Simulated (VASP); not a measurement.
Te2Mo:

```xyz
12
Lattice="6.2444 0.0000 0.0000 0.0000 3.4221 0.0000 -0.9340 0.0000 13.6407" Properties=species:S:1:pos:R:3 pbc="T T T"
Te    5.3283    2.5666    8.2458
Te   -0.0178    0.8555    5.3949
Te    4.8435    0.8555   11.6137
Te    0.4669    2.5666    2.0270
Te    1.7313    2.5666   12.2153
Te    3.5791    0.8555    1.4255
Te    2.1619    0.8555    8.8447
Te    3.1485    2.5666    4.7961
Mo    4.1728    2.5666   13.5398
Mo    1.1377    0.8555    0.1009
Mo    3.7973    0.8555    6.7303
Mo    1.5132    2.5666    6.9104
```

Base run:

```yaml
Program: VASP 6.6.1
Functional: PBE
Potentials_or_basis: VASP PAW PBE potentials, release 64 (Te, Mo_sv)
Cutoff: 520 eV
k_mesh: 4 × 8 × 2
Occupations: fermi-dirac, width 0.05 eV
Spin: no spin polarisation
```

Its results: band gap on the k mesh zero (band 52 reaches 8.95 eV, above the bottom of band 53 at 8.68 eV); pressure 7.2 GPa; largest force 0.820 eV/Å.

Task: The run is repeated on the same cell with these changes: functional from PBE to PBE exchange alone. What comes out?

Result: Band gap on the k mesh zero (band 52 reaches 10.50 eV, above the bottom of band 53 at 10.28 eV); pressure 22.1 GPa; largest force 1.886 eV/Å.

Caveats: spin-orbit coupling is left out, which moves the levels of the heavy elements; forces of over 1 eV/Å act on the atoms, so gaps and moduli don't describe the material at rest (some runs).
